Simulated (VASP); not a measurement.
# Na2PdF6 in VASP: single point with r2SCAN

Aim: the single point of Na2PdF6 with r2SCAN.

Program: VASP 6.6.1. These are calculated values, not measurements. Logs are shortened: lines on timing, memory, paths and dates and some standing lists are left out, and cuts for length are marked.

## 1. The cell of the first run

The typed cell holds 9 atoms: a = 5.355 Å, b = 5.355 Å, c = 4.371 Å, α = 90.00°, β = 90.00°, γ = 120.00°.

## 2. Single point, r2SCAN

The input, POSCAR:

```
Na2PdF6
1.0
    5.3549314000      0.0000000000      0.0000000000
   -2.6774657000      4.6375088300      0.0000000000
    0.0000000000      0.0000000000      4.3714300800
F Pd Na
6 1 2
Direct
    0.1500000000      0.8500000000      0.2400000000
    0.1500000000      0.3000000000      0.2400000000
    0.7000000000      0.8500000000      0.2400000000
    0.8500000000      0.1500000000      0.7600000000
    0.3000000000      0.1500000000      0.7600000000
    0.8500000000      0.7000000000      0.7600000000
    0.0000000000      0.0000000000      0.0000000000
    0.6667000000      0.3333000000      0.7000000000
    0.3333000000      0.6667000000      0.3000000000
```

The input, INCAR.step1:

```
PREC = Accurate
ENCUT = 520
ISMEAR = 1
SIGMA = 0.0271
LREAL = False
LASPH = True
NELM = 100
NBANDS = 43
GGA = PE
ALGO = Normal
EDIFF = 1E-4
LWAVE = True
LCHARG = False
```

The input, INCAR.step2:

```
PREC = Accurate
ENCUT = 520
EDIFF = 1E-7
ISMEAR = 1
SIGMA = 0.0271
LREAL = False
LASPH = True
NELM = 100
ALGO = Normal
ISIF = 2
LWAVE = False
LCHARG = True
METAGGA = R2SCAN
LMIXTAU = True
LELF = True
LVHAR = True
NBANDS = 43
ISTART = 1
```

The input, KPOINTS:

```
Automatic mesh
0
Gamma
  6 6 6
```

Potentials or basis: VASP PAW PBE potentials, release 64 (F, Pd, Na_pv).

On the command line:

```
> cat potpaw_PBE.64/F/POTCAR potpaw_PBE.64/Pd/POTCAR potpaw_PBE.64/Na_pv/POTCAR > POTCAR
> cp INCAR.step1 INCAR
> mpirun -np 1 vasp_std > vasp.out
> cp INCAR.step2 INCAR
> mpirun -np 1 vasp_std > vasp.out
```

OUTCAR:

```text
PREC = Accurate
   ENCUT = 520
   EDIFF = 1E-7
   ISMEAR = 1
   LREAL = False
   LASPH = True
   NELM = 100
   ISIF = 2
   METAGGA = R2SCAN
   ISTART = 1

 ion  position               nearest neighbor table
   1  0.150  0.850  0.240-   9 1.72   7 1.74
   2  0.150  0.300  0.240-   9 1.72   7 1.74
   3  0.700  0.850  0.240-   9 1.72   7 1.74
   4  0.850  0.150  0.760-   8 1.72   7 1.74
   5  0.300  0.150  0.760-   8 1.72   7 1.74
   6  0.850  0.700  0.760-   8 1.72   7 1.74
   7  0.000  0.000  0.000-   1 1.74   3 1.74   4 1.74   5 1.74   2 1.74   6 1.74
   8  0.667  0.333  0.700-   4 1.72   5 1.72   6 1.72
   9  0.333  0.667  0.300-   1 1.72   3 1.72   2 1.72

  LATTYP: Found a hexagonal cell.
 ALAT       =     5.3549314000
 C/A-ratio  =     0.8163372700

  Lattice vectors:

 A1 = (   5.3549314000,   0.0000000000,   0.0000000000)
 A2 = (  -2.6774657000,   4.6375088300,   0.0000000000)
 A3 = (   0.0000000000,   0.0000000000,   4.3714300800)

Analysis of symmetry for initial positions (statically):
=====================================================================
 Subroutine PRICEL returns:
 Original cell was already a primitive cell.

 Routine SETGRP: Setting up the symmetry group for a
 hexagonal supercell.

 Subroutine GETGRP returns: Found  4 space group operations
 (whereof  4 operations were pure point group operations)
 out of a pool of 24 trial point group operations.

The static configuration has the point symmetry C_2h.

Analysis of symmetry for dynamics (positions and initial velocities):
=====================================================================
 Subroutine PRICEL returns:
 Original cell was already a primitive cell.

 Routine SETGRP: Setting up the symmetry group for a
 hexagonal supercell.

 Subroutine GETGRP returns: Found  4 space group operations
 (whereof  4 operations were pure point group operations)
 out of a pool of 24 trial point group operations.

The dynamic configuration has the point symmetry C_2h.

 Subroutine INISYM returns: Found  4 space group operations
 (whereof  4 operations are pure point group operations),
 and found     1 'primitive' translations

----------------------------------------------------------------------------------------

                                     Primitive cell

  volume of cell :     108.5581

  direct lattice vectors                    reciprocal lattice vectors
     5.354931400  0.000000000  0.000000000     0.186743755  0.107816506  0.000000000
    -2.677465700  4.637508830  0.000000000     0.000000000  0.215633013  0.000000000
     0.000000000  0.000000000  4.371430080     0.000000000  0.000000000  0.228758091

  length of vectors
     5.354931400  5.354933307  4.371430080     0.215633089  0.215633013  0.228758091

  position of ions in fractional coordinates (direct lattice)
     0.150000000  0.850000000  0.240000000
     0.150000000  0.300000000  0.240000000
     0.700000000  0.850000000  0.240000000
     0.850000000  0.150000000  0.760000000
     0.300000000  0.150000000  0.760000000
     0.850000000  0.700000000  0.760000000
     0.000000000  0.000000000  0.000000000
     0.666700000  0.333300000  0.700000000
     0.333300000  0.666700000  0.300000000

  ion indices of the primitive-cell ions
   primitive index   ion index
                 1           1
                 2           2
                 3           3
                 4           4
                 5           5
                 6           6
                 7           7
                 8           8
                 9           9

----------------------------------------------------------------------------------------

 KPOINTS: Automatic mesh

Automatic generation of k-mesh.
 Grid dimensions read from file:
 generate k-points for:    6    6    6

 Generating k-lattice:

  Cartesian coordinates                     Fractional coordinates (reciprocal lattice)
     0.031123959  0.017969418  0.000000000     0.166666667  0.000000000  0.000000000
     0.000000000  0.035938835  0.000000000     0.000000000  0.166666667  0.000000000
     0.000000000  0.000000000  0.038126348     0.000000000  0.000000000  0.166666667

  Length of vectors
     0.035938848  0.035938835  0.038126348

  Shift w.r.t. Gamma in fractional coordinates (k-lattice)
     0.000000000  0.000000000  0.000000000

 Subroutine IBZKPT returns following result:
 ===========================================

 Found     68 irreducible k-points:

 Following reciprocal coordinates:
            Coordinates               Weight
  0.000000  0.000000  0.000000      1.000000
  0.166667 -0.000000  0.000000      4.000000
 -0.166667  0.166667  0.000000      2.000000
  0.333333  0.000000  0.000000      4.000000
 -0.333333  0.333333  0.000000      2.000000
  0.500000  0.000000  0.000000      2.000000
[... 16 lines left out ...]
  0.500000  0.000000  0.166667      4.000000
  0.500000  0.500000  0.166667      2.000000
 [... further k-points ...]
   k-points           NKPTS =     68   k-points in BZ     NKDIM =     68   number of bands    NBANDS=     43
   number of dos      NEDOS =    301   number of ions     NIONS =      9
   total plane-waves  NPLWV =  57600
   dimension x,y,z NGX =    40 NGY =   40 NGZ =   36
   dimension x,y,z NGXF=    80 NGYF=   80 NGZF=   72
   ions per type =               6   1   2
   NGX,Y,Z   is equivalent  to a cutoff of  12.42, 12.42, 13.69 a.u.
   NGXF,Y,Z  is equivalent  to a cutoff of  24.84, 24.84, 27.38 a.u.
 SYSTEM =  unknown system
   PREC   = accura    normal or accurate (medium, high low for compatibility)
   ISTART =      1    job   : 0-new  1-cont  2-samecut
   ICHARG =      0    charge: 1-file 2-atom 10-const
   ISPIN  =      1    spin polarized calculation?
   LNONCOLLINEAR =      F non collinear calculations
   LSORBIT =      F    spin-orbit coupling
   LASPH  =      T    aspherical Exc in radial PAW
   ENCUT  =  520.0 eV  38.22 Ry    6.18 a.u.   9.96  9.96  8.13*2*pi/ulx,y,z
   NELM   =    100;   NELMIN=  2; NELMDL=  0     # of ELM steps
   EDIFF  = 0.1E-06   stopping-criterion for ELM
   LREAL  =      F    real-space projection
   EDIFFG = 0.1E-05   stopping-criterion for IOM
   NSW    =      0    number of steps for IOM
   IBRION =     -1    ionic relax: 0-MD 1-quasi-New 2-CG
   NFREE  =      0    steps in history (QN), initial steepest desc. (CG)
   ISIF   =      2    stress and relaxation
   ISYM   =      2    0-nonsym 1-usesym 2-fastsym
   POTIM  = 0.5000    time-step for ionic-motion
   TEBEG  =    0.0;   TEEND  =   0.0 temperature during run
   PSTRESS=    0.0 pullay stress
   NELECT =      66.0000    total number of electrons
   NUPDOWN=      -1.0000    fix difference up-down
   EMIN   =  10.00;   EMAX   =-10.00  energy-range for DOS
   EFERMI =   0.00;   METHOD = LEGACY
   ISMEAR =     1;   SIGMA  =   0.03  broadening in eV -4-tet -1-fermi 0-gaus
   EFERMI_NEDOS =   21; number of points for ismear=-14 and -15
   IALGO  =     38    algorithm
   IMIX   =      4    mixing-type and parameters
     AMIX     =   0.40;   BMIX     =  1.00
     AMIX_MAG =   1.60;   BMIX_MAG =  1.00
  volume/ion in A,a.u.               =      12.06        81.40
  Fermi-wavevector in a.u.,A,eV,Ry     =   1.386869  2.620802 26.169519  1.923405
  Thomas-Fermi vector in A             =   2.511144
   LORBIT       =      0    0 simple, 1 ext, 2 COOP (PROOUT), +10 PAW based schemes
   METAGGA = R2SCAN    functional components
   LHFCALC =     F    Hartree Fock is set to
   AEXX    =    0.0000 exact exchange contribution
   IVDW    =     0    specifies the selected vdW correction
   LEPSILON=     F    determine dielectric tensor
   LRPA    =     F    only Hartree local field effects (RPA)
 non-spin polarized calculation
 Methfessel and Paxton  Order N= 1 SIGMA  =   0.03
  energy-cutoff  :      520.00
  volume of cell :      108.56
 maximum number of plane-waves:      2948
   NGX = 19   NGY = 19   NGZ = 17

 number of electron      66.0000055 magnetization

 Free energy of the ion-electron system (eV)
  ---------------------------------------------------
  ext. energy  EPLUGINS =         0.00000000
  ---------------------------------------------------
  free energy    TOTEN  =       -59.84558328 eV

  energy without entropy =      -59.84574678  energy(sigma->0) =      -59.84563778

 E-fermi :   0.4283     XC(G=0):  -9.8353

 val. band max:        0.4180642943   @ k =   0.3333   0.3333   0.5000
 cond. band min:       4.4509153286   @ k =   0.5000   0.0000   0.5000
 fundamental gap:      4.0328510343
 Fermi energy:         0.4283024968

 k-point     1 :       0.0000    0.0000    0.0000
  band No.  band energies     occupation
      1     -24.4701      2.00000
      2     -24.3513      2.00000
      3     -24.3500      2.00000
      4     -24.0411      2.00000
      5     -24.0396      2.00000
      6     -23.4045      2.00000
[... 35 lines left out ...]
     42      14.7667      0.00000
     43      15.9688      0.00000

 k-point     2 :       0.1667   -0.0000    0.0000
  band No.  band energies     occupation
      1     -24.5965      2.00000
      2     -24.3474      2.00000
      3     -24.2997      2.00000
      4     -24.0460      2.00000
      5     -23.8880      2.00000
      6     -23.4707      2.00000
[... 35 lines left out ...]
     42      15.2111      0.00000
     43      15.2649      0.00000

 k-point     3 :      -0.1667    0.1667    0.0000
  band No.  band energies     occupation
      1     -24.5968      2.00000
      2     -24.3464      2.00000
      3     -24.3006      2.00000
      4     -24.0448      2.00000
      5     -23.8890      2.00000
      6     -23.4706      2.00000
[... 919 lines left out ...]
      6     -23.4884      2.00000
[... 35 lines left out ...]
     42      15.0072      0.00000
     43      15.4350      0.00000

 k-point    24 :       0.5000    0.5000    0.1667
  band No.  band energies     occupation
      1     -24.7693      2.00000
      2     -24.3694      2.00000
      3     -24.0261      2.00000
      4     -24.0186      2.00000
      5     -23.9414      2.00000
      6     -23.4884      2.00000
[... 35 lines left out ...]
     42      15.0064      0.00000
     43      15.4356      0.00000

 [... further k-points ...]

------------------------ aborting loop because EDIFF is reached ----------------------------------------

  FORCE on cell =-STRESS in cart. coord.  units (eV):
  Direction    XX          YY          ZZ          XY          YZ          ZX
  --------------------------------------------------------------------------------------
  -------------------------------------------------------------------------------------
  Total       49.2530782     49.2287219     25.5823238     -0.0211336     -0.0033366      0.0057779
  in kB      726.9118739    726.5524068    377.5620854     -0.3119053     -0.0492437      0.0852738
  external PRESSURE =     610.3421220 kB  Pullay stress =       0.0000000 kB

 VOLUME and BASIS-vectors are now :
 -----------------------------------------------------------------------------
  energy-cutoff  :      520.00
  volume of cell :      108.56
      direct lattice vectors                 reciprocal lattice vectors
     5.354931400  0.000000000  0.000000000     0.186743755  0.107816506  0.000000000
    -2.677465700  4.637508830  0.000000000     0.000000000  0.215633013  0.000000000
     0.000000000  0.000000000  4.371430080     0.000000000  0.000000000  0.228758091

 POSITION                                       TOTAL-FORCE (eV/Angst)
 -----------------------------------------------------------------------------------
     -1.47261      3.94188      1.04914         0.222097     -0.128228      2.202789
      0.00000      1.39125      1.04914         0.000613      0.269215      2.205482
      1.47261      3.94188      1.04914        -0.232841     -0.135138      2.205482
      4.15007      0.69563      3.32229        -0.222097      0.128228     -2.202789
      1.20486      0.69563      3.32229         0.232841      0.135138     -2.205482
      2.67747      3.24626      3.32229        -0.000613     -0.269215     -2.205482
      0.00000      0.00000      0.00000         0.000000      0.000000      0.000000
      2.67773      1.54568      3.06000        -0.010714      0.006186     -2.827439
     -0.00027      3.09183      1.31143         0.010714     -0.006186      2.827439
 -----------------------------------------------------------------------------------
    total drift:                                0.000000      0.000000     -0.000000

  FREE ENERGIE OF THE ION-ELECTRON SYSTEM (eV)
  ---------------------------------------------------
  free  energy   TOTEN  =       -59.8455832770 eV

  energy  without entropy=      -59.8457467776  energy(sigma->0) =      -59.84563778
```

It took 17 min on 1 thread of Intel Xeon Platinum 8559C (Emerald Rapids), shared host; peak memory 0.42 GiB.

What came out:

```
Free energy            : -59.8456 eV
Pressure               : 61.0 GPa
Largest force          : 2.827 eV/Å
Band gap on the k mesh : 4.03 eV (least direct gap 4.05 eV)
```

Forces on the atoms (eV/Å):
```
F    0.222 -0.128  2.203
F    0.001  0.269  2.205
F   -0.233 -0.135  2.205
F   -0.222  0.128 -2.203
F    0.233  0.135 -2.205
F   -0.001 -0.269 -2.205
Pd   0.000  0.000  0.000
Na  -0.011  0.006 -2.827
Na   0.011 -0.006  2.827
```

Levels at points of the mesh, in eV from the valence-band top:
```
           k point  band 30  band 31  band 32  band 33  band 34  band 35  band 36  band 37
(0.00, 0.00, 0.00)    -2.54    -0.67    -0.39    -0.39     4.42     4.42     5.36     8.80
(0.50, 0.00, 0.00)    -2.70    -0.58    -0.39    -0.16     4.20     4.44     7.07     7.77
(0.50, 0.50, 0.00)    -2.70    -0.58    -0.39    -0.16     4.20     4.44     7.06     7.77
(0.00, 0.00, 0.50)    -2.72    -0.61    -0.61    -0.19     4.40     4.40     7.28     7.45
(0.50, 0.00, 0.50)    -2.69    -0.65    -0.44    -0.02     4.03     4.38     8.31     8.41
(0.50, 0.50, 0.50)    -2.69    -0.65    -0.44    -0.02     4.03     4.38     8.31     8.41
```

Caveat: the stress differs along the axes, from 38 to 73 GPa; the PAW data sets were made with another functional, which shifts forces and pressure a little. A k mesh can miss the band edges.
